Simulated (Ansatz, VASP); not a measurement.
Two plane-wave programs on P

File INCAR:

```
SYSTEM = P
ALGO = Normal
EDIFF = 1E-6
ENCUT = 520
GGA = PS
ISIF = 2
ISMEAR = 0
LASPH = .TRUE.
LCHARG = .FALSE.
LREAL = .FALSE.
LWAVE = .FALSE.
NBANDS = 12
NELM = 60
PREC = Accurate
SIGMA = 0.1
```

The input KPOINTS:

```
k-points
0
G
  18 18 10
  0 0 0
```

File POSCAR:

```
P
1.0
    2.8908368206      0.0000000000      0.0000000000
   -1.4454184104      2.5035381249      0.0000000000
    0.0000000000      0.0000000000      4.7113243529
P
2
Direct
    0.3333333333      0.6666666667      0.2500000000
    0.6666666667      0.3333333333      0.7500000000
```

Input for Ansatz:

```yaml
crystal:
  lattice:
    - [2.8908368206, 0.0, 0.0]
    - [-1.4454184104, 2.5035381249, 0.0]
    - [0.0, 0.0, 4.7113243529]
  atoms:
    - { symbol: P, position: [0.3333333333, 0.6666666667, 0.25] }
    - { symbol: P, position: [0.6666666667, 0.3333333333, 0.75] }
basis:
  ecutwfc: 420
kpoints:
  mp_grid: { grid: [18, 18, 10] }
hamiltonian:
  xc: pbesol
scf:
  occupations: { method: gaussian, width: 0.1 }
output:
  forces: true
  stress: true
  eigenvalues: true
```

Alike in both runs: task single point; functional PBEsol; k mesh 18 × 18 × 10; occupations gaussian, width 0.1 eV; no spin polarisation.

|  | VASP | Ansatz |
| --- | --- | --- |
| version | VASP 6.6.1 | Ansatz 0.2.0 |
| potentials or method | VASP PAW PBE potentials, release 64 (P), cutoff 520 eV | scalar-relativistic, plane waves, PAW |
| valence electrons in the cell | 10 | 10 |

|  | VASP | Ansatz | Ansatz less VASP |
| --- | --- | --- | --- |
| gap on the k mesh at the Fermi level (eV) | none | none | - |
| pressure (GPa) | -14.1 | -14.2 | -0.08 |
| traceless stress, the component that is largest in VASP (GPa) | 1.64 | 1.65 | +0.005 |

VASP's potentials were made for PBE, not for PBEsol. A gap of «none» marks a metal or a gap that the smearing closes. With one functional, cell and mesh, what is left measures potentials, basis and numerics.
